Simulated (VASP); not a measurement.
# MoS2 (P6_3/mmc) in VASP: a series of runs

The runs below take MoS2 through relaxation of cell and atoms, with PBE.

All numbers are computed with VASP 6.6.1; they aren't measurements. Logs are shortened: lines on timing, memory, paths and dates and some standing lists are left out, and cuts for length are marked.

**1. The cell of the first run**

It takes space group P6_3/mmc (No. 194, hexagonal). Conventional cell: a = 3.012 Å, b = 3.012 Å, c = 11.139 Å, α = 90.00°, β = 90.00°, γ = 120.00°. Within 3.1 Å of Mo (site symmetry -6m2) lie 6 S at 2.32 Å and 6 Mo at 3.01 Å. Within 3.1 Å of S (site symmetry 3m) lie 3 Mo at 2.32 Å and 10 S at 3.01 to 3.06 Å.

**2. Relaxation of cell and atoms, PBE, target pressure 25 GPa, at which the enthalpy is minimised**

Input file INCAR:

```
SYSTEM = MoS2
PREC = Accurate ; ENCUT = 600
EDIFF = 1E-6 ; ISMEAR = 0
SIGMA = 0.02 ; LREAL = .FALSE.
LASPH = .TRUE. ; NELM = 60
ALGO = Normal ; ISIF = 3
LWAVE = .FALSE. ; LCHARG = .FALSE.
GGA = PE ; IBRION = 2
NSW = 70 ; EDIFFG = -0.008
PSTRESS = 250.0
```

Input file KPOINTS:

```
Automatic mesh
0
G
  12 12 4
  0 0 0
```

Input file POSCAR:

```
MoS2
1.0
    3.0118014559      0.0000000000      0.0000000000
   -1.5059007279      2.6082965719      0.0000000000
    0.0000000000      0.0000000000     11.1390488394
Mo S
2 4
Direct
    0.6666666667      0.3333333333      0.2500000000
    0.3333333333      0.6666666667      0.7500000000
    0.6666666667      0.3333333333      0.6127363194
    0.3333333333      0.6666666667      0.3872636806
    0.6666666667      0.3333333333      0.8872636806
    0.3333333333      0.6666666667      0.1127363194
```

Potentials or basis: VASP PAW PBE potentials, release 64 (Mo_sv, S).

Command:

```console
cat potpaw_PBE.64/Mo_sv/POTCAR potpaw_PBE.64/S/POTCAR > POTCAR
mpirun -np 1 vasp_std > vasp.out
```

OUTCAR:

```text
SYSTEM = MoS2
   PREC = Accurate
   ENCUT = 600
   EDIFF = 1E-6
   ISMEAR = 0
   LREAL = .FALSE.
   LASPH = .TRUE.
   NELM = 60
   ISIF = 3
   GGA = PE
   IBRION = 2
   NSW = 70
   EDIFFG = -0.008
   PSTRESS = 250.0

 ion  position               nearest neighbor table
   1  0.667  0.333  0.250-   4 2.32   6 2.32   4 2.32   6 2.32   4 2.32   6 2.32
   2  0.333  0.667  0.750-   3 2.32   5 2.32   3 2.32   5 2.32   3 2.32   5 2.32
   3  0.667  0.333  0.613-   2 2.32   2 2.32   2 2.32
   4  0.333  0.667  0.387-   1 2.32   1 2.32   1 2.32
   5  0.667  0.333  0.887-   2 2.32   2 2.32   2 2.32
   6  0.333  0.667  0.113-   1 2.32   1 2.32   1 2.32

  LATTYP: Found a hexagonal cell.
 ALAT       =     3.0118014559
 C/A-ratio  =     3.6984671807

  Lattice vectors:

 A1 = (   3.0118014559,   0.0000000000,   0.0000000000)
 A2 = (  -1.5059007279,   2.6082965719,   0.0000000000)
 A3 = (   0.0000000000,   0.0000000000,  11.1390488394)

Analysis of symmetry for initial positions (statically):
=====================================================================
 Subroutine PRICEL returns:
 Original cell was already a primitive cell.

 Routine SETGRP: Setting up the symmetry group for a
 hexagonal supercell.

 Subroutine GETGRP returns: Found 24 space group operations
 (whereof 12 operations were pure point group operations)
 out of a pool of 24 trial point group operations.

The static configuration has the point symmetry D_3d.
 The point group associated with its full space group is D_6h.

Analysis of symmetry for dynamics (positions and initial velocities):
=====================================================================
 Subroutine PRICEL returns:
 Original cell was already a primitive cell.

 Routine SETGRP: Setting up the symmetry group for a
 hexagonal supercell.

 Subroutine GETGRP returns: Found 24 space group operations
 (whereof 12 operations were pure point group operations)
 out of a pool of 24 trial point group operations.

The dynamic configuration has the point symmetry D_3d.
 The point group associated with its full space group is D_6h.

 Subroutine INISYM returns: Found 24 space group operations
 (whereof 12 operations are pure point group operations),
 and found     1 'primitive' translations

----------------------------------------------------------------------------------------

                                     Primitive cell

  volume of cell :      87.5047

  direct lattice vectors                    reciprocal lattice vectors
     3.011801456  0.000000000  0.000000000     0.332027199  0.191695992  0.000000000
[... 110 lines left out ...]
   EFERMI_NEDOS =   21; number of points for ismear=-14 and -15
   IALGO  =     38    algorithm
   IMIX   =      4    mixing-type and parameters
     AMIX     =   0.40;   BMIX     =  1.00
     AMIX_MAG =   1.60;   BMIX_MAG =  1.00
  volume/ion in A,a.u.               =      14.58        98.42
  Fermi-wavevector in a.u.,A,eV,Ry     =   1.376360  2.600944 25.774437  1.894368
  Thomas-Fermi vector in A             =   2.501612
   LORBIT       =      0    0 simple, 1 ext, 2 COOP (PROOUT), +10 PAW based schemes
   GGA     = PE    functional components
   LHFCALC =     F    Hartree Fock is set to
   AEXX    =    0.0000 exact exchange contribution
   IVDW    =     0    specifies the selected vdW correction
   LEPSILON=     F    determine dielectric tensor
   LRPA    =     F    only Hartree local field effects (RPA)
 conjugate gradient relaxation of ions
 non-spin polarized calculation
 Gauss-broadening in eV      SIGMA  =   0.02
  energy-cutoff  :      600.00
  volume of cell :       87.50
 maximum number of plane-waves:      2982
   NGX = 13   NGY = 13   NGZ = 45

--------------------------------------- Ionic step        1  -------------------------------------------

 number of electron      52.0000000 magnetization

 Free energy of the ion-electron system (eV)
  ---------------------------------------------------
  ext. energy  EPLUGINS =         0.00000000
  ---------------------------------------------------
  free energy    TOTEN  =       -42.16431705 eV

  energy without entropy =      -42.16431705  energy(sigma->0) =      -42.16431705

------------------------ aborting loop because EDIFF is reached ----------------------------------------

  FORCE on cell =-STRESS in cart. coord.  units (eV):
  Direction    XX          YY          ZZ          XY          YZ          ZX
  --------------------------------------------------------------------------------------
  -------------------------------------------------------------------------------------
  Total       16.4736097     16.4736097     17.9920630      0.0000000     -0.0000000     -0.0000000
  in kB      301.6254191    301.6254191    329.4277103      0.0000000     -0.0000000     -0.0000000
  external PRESSURE =      60.8928495 kB  Pullay stress =     250.0000000 kB
[... 29 lines left out ...]
--------------------------------------- Ionic step        2  -------------------------------------------

 number of electron      51.9999993 magnetization

 E-fermi :   9.3494     XC(G=0): -11.6619

 val. band max:        9.2365301064   @ k =   0.0000   0.0000   0.0000
 cond. band min:       9.5886477765   @ k =   0.1667   0.1667   0.0000
 fundamental gap:      0.3521176701
 Fermi energy:         9.3494151553

 k-point     1 :       0.0000    0.0000    0.0000
  band No.  band energies     occupation
      1     -52.2596      2.00000
      2     -52.2596      2.00000
      3     -26.4428      2.00000
      4     -26.4424      2.00000
      5     -26.1117      2.00000
      6     -26.1117      2.00000
[... 886 lines left out ...]
  energy  without entropy=      -42.5800259001  energy(sigma->0) =      -42.58002590

  enthalpy is  TOTEN    =       -28.6079910123 eV   P V=       13.9720348878

[... ionic steps 4 to 17 ...]

--------------------------------------- Ionic step       18  -------------------------------------------

 number of electron      52.0000000 magnetization

------------------------ aborting loop because EDIFF is reached ----------------------------------------
[... 79 lines left out ...]
--------------------------------------- Ionic step       20  -------------------------------------------

 number of electron      51.9999999 magnetization

 Free energy of the ion-electron system (eV)
  ---------------------------------------------------
  ext. energy  EPLUGINS =         0.00000000
  ---------------------------------------------------
  free energy    TOTEN  =       -42.20299486 eV

  energy without entropy =      -42.20294779  energy(sigma->0) =      -42.20297133

 E-fermi :  10.9982     XC(G=0): -12.1168

 val. band max:       10.9904870956   @ k =   0.0000   0.0000   0.0000
 cond. band min:      11.0215439898   @ k =   0.1667   0.1667   0.0000
 fundamental gap:      0.0310568942
 Fermi energy:        10.9981625711

 k-point     1 :       0.0000    0.0000    0.0000
  band No.  band energies     occupation
      1     -50.8522      2.00000
      2     -50.8522      2.00000
      3     -25.1236      2.00000
      4     -25.1226      2.00000
      5     -24.7047      2.00000
      6     -24.7047      2.00000
[... 844 lines left out ...]
  energy  without entropy=      -42.2029477944  energy(sigma->0) =      -42.20297133

  enthalpy is  TOTEN    =       -28.6810149931 eV   P V=       13.5219798717

 reached required accuracy - stopping structural energy minimisation
```

CONTCAR:

```text
MoS2
   1.00000000000000
     3.0185216837824420    0.0000000000430944   -0.0000000000000000
    -1.5092608418037885    2.6141164598476490    0.0000000000000000
     0.0000000000000000    0.0000000000000000   10.9822576226091666
  Mo              S
     2     4
Direct
     0.6666666667000030    0.3333333332999970    0.2500000000000000
     0.3333333332999970    0.6666666667000030    0.7500000000000000
     0.6666666667000030    0.3333333332999970    0.6065363788541516
     0.3333333332999970    0.6666666667000030    0.3934636211458483
     0.6666666667000030    0.3333333332999970    0.8934636211458484
     0.3333333332999970    0.6666666667000030    0.1065363788541515

  0.00000000E+00  0.00000000E+00  0.00000000E+00
  0.00000000E+00  0.00000000E+00  0.00000000E+00
  0.00000000E+00  0.00000000E+00  0.00000000E+00
  0.00000000E+00  0.00000000E+00  0.00000000E+00
  0.00000000E+00  0.00000000E+00  0.00000000E+00
  0.00000000E+00  0.00000000E+00  0.00000000E+00
```

It took 16 min on 1 thread of Intel Xeon 6975P-C (Granite Rapids), shared host; peak memory 0.36 GiB.

What came out:

| Quantity | Value |
| --- | --- |
| Free energy | -42.2030 eV |
| Relaxed volume | 14.44 Å³/atom |
| Relaxed cell | a = 3.019 Å, b = 3.019 Å, c = 10.982 Å, α = 90.00°, β = 90.00°, γ = 120.00° |
| Space group after relaxing (to 0.1 Å) | P6_3/mmc (No. 194) |
| Energy change on relaxing (the run minimises the enthalpy) | -6.4 meV/atom |
| Ionic steps | 20 |
| Pressure after relaxing | 25.0 GPa |
| Band gap on the k mesh | 0.03 eV (least direct gap 1.31 eV) |

Step by step:
```
step  energy change (eV)  largest force (eV/Å)  pressure (GPa)  volume (Å³)
   1              0.0000                1.4326           31.09        87.50
   2             -0.6879                1.5522            4.70        94.71
   3             -0.4157                0.4003           22.03        89.54
   4             -0.4025                0.4388           22.37        89.46
   5             -0.1709                0.1984           24.43        87.62
   6             -0.0083                0.0451           25.81        86.52
   7             -0.0645                0.1281           24.01        86.83
   8             -0.0543                0.0898           24.40        86.76
   9              0.0330                0.1234           26.47        86.22
  10             -0.0258                0.0169           25.11        86.58
  11             -0.0264                0.0184           25.11        86.58
  12             -0.0284                0.0233           25.06        86.59
  13             -0.0270                0.0199           25.06        86.58
  14             -0.0379                0.0121           24.96        86.65
  15             -0.0402                0.0107           24.96        86.67
  16             -0.0448                0.0075           24.91        86.70
  17             -0.0413                0.0100           24.91        86.68
  18             -0.0406                0.0106           24.92        86.67
  19             -0.0355                0.0164           25.15        86.64
  20             -0.0387                0.0002           25.01        86.66
```

Final structure:
```
CELL_PARAMETERS angstrom
3.01852 0.00000 0.00000
-1.50926 2.61412 0.00000
0.00000 0.00000 10.98226
ATOMIC_POSITIONS crystal
Mo 0.66667 0.33333 0.25000
Mo 0.33333 0.66667 0.75000
S 0.66667 0.33333 0.60654
S 0.33333 0.66667 0.39346
S 0.66667 0.33333 0.89346
S 0.33333 0.66667 0.10654
```

Levels at points of the mesh, in eV from the valence-band top:
| k point | band 22 | band 23 | band 24 | band 25 | band 26 | band 27 | band 28 | band 29 | band 30 | band 31 |
| --- | --- | --- | --- | --- | --- | --- | --- | --- | --- | --- |
| (0.00, 0.00, 0.00) | -2.38 | -2.38 | -2.26 | -0.56 | 0.00 | 1.72 | 1.72 | 1.87 | 1.87 | 1.98 |
| (0.50, 0.00, 0.00) | -3.06 | -2.42 | -2.20 | -1.87 | -1.53 | 1.64 | 1.72 | 1.77 | 2.53 | 2.53 |
| (0.00, 0.00, 0.50) | -2.49 | -2.49 | -2.49 | -0.17 | -0.17 | 1.79 | 1.79 | 1.79 | 1.79 | 2.22 |
| (0.50, 0.00, 0.50) | -3.55 | -1.99 | -1.99 | -1.97 | -1.97 | 1.68 | 1.68 | 2.17 | 2.17 | 3.14 |

Caveat: the cell is relaxed towards a set pressure, so the run minimises the enthalpy, not the energy.

(Continued in part 2 of 2.)
